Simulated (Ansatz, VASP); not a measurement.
B: VASP beside Ansatz

```
B
1.0
     2.43834    1.40778    4.16593
    -2.43834    1.40778    4.16593
     0.00000   -2.81555    4.16593
B
12
Direct
  0.01058 0.65385 0.01058
  0.01058 0.01058 0.65385
  0.65385 0.01058 0.01058
  0.98942 0.34615 0.98942
  0.34615 0.98942 0.98942
  0.98942 0.98942 0.34615
  0.22157 0.62984 0.22157
  0.22157 0.22157 0.62984
  0.62984 0.22157 0.22157
  0.77843 0.37016 0.77843
  0.37016 0.77843 0.77843
  0.77843 0.77843 0.37016
```

Alike in both runs: functional PBEsol; k mesh 4 × 4 × 4; occupations fermi-dirac, width 0.05 eV; no spin polarisation.

Ansatz relaxed the structure, and its values are those at the end. VASP's run is a single point on that final structure, the one shown.

|  | VASP | Ansatz |
| --- | --- | --- |
| version | VASP 6.6.1 | Ansatz 0.2.0 |
| potentials or method | VASP PAW PBE potentials, release 64 (B), cutoff 520 eV | plane waves (420 eV) with PAW, scalar-relativistic |
| valence electrons in the cell | 36 | 36 |

VASP gave:

| Quantity | Value |
| --- | --- |
| pressure (GPa) | 0.4 |
| rms of the force components (eV/Å) | 0.015 |

Question: Estimate Ansatz's values.

Answer: Pressure (GPa): 0.0; rms of the force components (eV/Å): 0.001.

VASP's potentials were made for PBE, not for PBEsol, and Ansatz warns of the same on its side.
